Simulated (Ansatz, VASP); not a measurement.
# Ge3N in VASP and in Ansatz

File INCAR:

```
PREC = Accurate
ENCUT = 520
EDIFF = 1E-7
ISMEAR = 0
SIGMA = 0.1
LREAL = F
LASPH = T
NELM = 80
ALGO = Normal
ISIF = 2
LWAVE = F
LCHARG = F
GGA = PE
NBANDS = 32
```

File KPOINTS:

```
regular mesh
0
Gamma
  4 4 4
```

The input POSCAR:

```
Ge3N
1.0
    0.0000000000      3.3798713500      3.3798713500
    3.3798713500      0.0000000000      3.3798713500
    3.3798713500      3.3798713500      0.0000000000
Ge N
3 1
Direct
    0.2500000000      0.2500000000      0.2500000000
    0.7500000000      0.7500000000      0.7500000000
    0.5000000000      0.5000000000      0.5000000000
    0.0000000000      0.0000000000      0.0000000000
```

Input for Ansatz:

```yaml
crystal:
  lattice:
    - [0.0, 3.37987135, 3.37987135]
    - [3.37987135, 0.0, 3.37987135]
    - [3.37987135, 3.37987135, 0.0]
  atoms:
    - { symbol: Ge, position: [0.25, 0.25, 0.25] }
    - { symbol: Ge, position: [0.75, 0.75, 0.75] }
    - { symbol: Ge, position: [0.5, 0.5, 0.5] }
    - { symbol: "N", position: [0.0, 0.0, 0.0] }
basis:
  ecutwfc: 420
kpoints:
  mp_grid: { grid: [4, 4, 4] }
hamiltonian:
  xc: pbe
scf:
  occupations: { method: gaussian, width: 0.1 }
  lower_state_search: "off"
output:
  forces: true
  stress: true
  eigenvalues: true
```

Change from the starting cell: species swapped into the Li3Sn type (Fm-3m, No. 225).

Alike in both runs: task single point; functional PBE; k mesh 4 × 4 × 4; occupations gaussian, width 0.1 eV; no spin polarisation.

|  | VASP | Ansatz |
| --- | --- | --- |
| version | VASP 6.6.1 | Ansatz 0.2.0 |
| potentials or method | VASP PAW PBE potentials, release 64 (Ge_d, N), cutoff 520 eV | scalar-relativistic, plane waves, PAW |
| valence electrons in the cell | 47 | 47 |

```tsv
	VASP	Ansatz	Ansatz less VASP
gap on the k mesh at the Fermi level (eV)	none	none	-
pressure (GPa)	-12.1	-12.1	+0.02
```

A gap of «none» marks a metal or a gap that the smearing closes. With one functional, cell and mesh, what is left measures potentials, basis and numerics.

The k mesh is coarse, so the values compare programs but aren't converged.
